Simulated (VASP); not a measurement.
## GaP: single point with r2SCAN

The system is GaP.

```xyz
2
Lattice="0.0000 2.8683 2.7252 2.7252 0.0000 2.7252 2.7252 2.8683 0.0000" Properties=species:S:1:pos:R:3 pbc="T T T"
Ga    0.0000    0.0000    0.0000
P     4.0879    4.3025    4.0879
```

This cell differs from its parent crystal: strain +0.0525 x Voigt [0, 1, 0, 0, 0, 0].

```json
{
  "Program": "VASP 6.6.1",
  "Task": "single point",
  "Functional": "r2SCAN",
  "Potentials or basis": "VASP PAW PBE potentials, release 64 (Ga_d, P)",
  "Cutoff": "520 eV",
  "k mesh": "8 × 8 × 8",
  "Occupations": "gaussian, width 0.05 eV",
  "Spin": "no spin polarisation",
  "Dipole correction": "no",
  "Further INCAR settings": "ALGO = Normal; EDIFF = 1e-06; NBANDS = 16"
}
```

```yaml
Pressure: -4.1 GPa
Band_gap_on_the_k_mesh: 1.71 eV (least direct gap 1.77 eV)
```

Stress tensor (GPa, compression positive):
```
-2.60  0.00  0.00
 0.00 -7.06  0.00
 0.00  0.00 -2.60
```

Levels at points of the mesh, in eV from the valence-band top:
```
           k point  band 6  band 7  band 8  band 9  band 10  band 11  band 12  band 13
(0.00, 0.00, 0.00)  -12.74   -0.32    0.00    0.00     1.77     4.07     4.07     4.20
(0.50, 0.00, 0.00)  -10.74   -6.65   -1.41   -0.98     1.71     4.85     5.15     8.63
(0.50, 0.50, 0.00)   -9.81   -6.70   -2.85   -2.81     1.80     1.87    10.66    10.66
(0.50, 0.00, 0.50)  -10.03   -7.03   -2.48   -2.48     2.16     2.37    10.85    10.85
```

Run time: 3.3 min on 1 thread of Intel Xeon 8259CL (shared host), peak memory 0.19 GiB.

Caveat: the cell differs from its parent crystal (strain +0.0525 x Voigt [0, 1, 0, 0, 0, 0]); the cell stands under tension; the PAW data sets were made with another functional, which shifts forces and pressure a little. A k mesh can miss the band edges.
